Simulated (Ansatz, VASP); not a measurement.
**SiO2 in VASP and in Ansatz**

```
CELL_PARAMETERS angstrom
4.13230 0.00000 0.00000
0.00000 4.13230 0.00000
0.00000 0.00000 2.65788
ATOMIC_POSITIONS crystal
Si 0.00000 0.00000 0.00000
Si 0.50000 0.50000 0.50000
O 0.30453 0.30453 0.00000
O 0.69547 0.69547 0.00000
O 0.80453 0.19547 0.50000
O 0.19547 0.80453 0.50000
```

Change from the starting cell: volume scaled by 0.94, LAPW.

Alike in both runs: task single point; functional PBE; k mesh 7 × 7 × 10; occupations fermi-dirac, width 0.1 eV; no spin polarisation.

```csv
,VASP,Ansatz
version,VASP 6.6.1,Ansatz 0.2.0
potentials or method,"VASP PAW PBE potentials, release 64 (Si, O), cutoff 520 eV","all-electron LAPW, scalar-relativistic"
```

VASP gave:

```
gap on the k mesh at the Fermi level (eV)                     : 5.99
pressure (GPa)                                                : 19.2
traceless stress, the component that is largest in VASP (GPa) : 0.42
rms of the force components (eV/Å)                            : 0.007
```

Problem. Which values does Ansatz return?

Solution. gap on the k mesh at the Fermi level (eV): 6.01; pressure (GPa): 18.9; traceless stress, the component that is largest in VASP (GPa): 0.01; rms of the force components (eV/Å): 0.001.

Atom by atom the forces differ by 0.008 eV/Å (rms over components). Ansatz ran all-electron here, and VASP with PAW potentials.
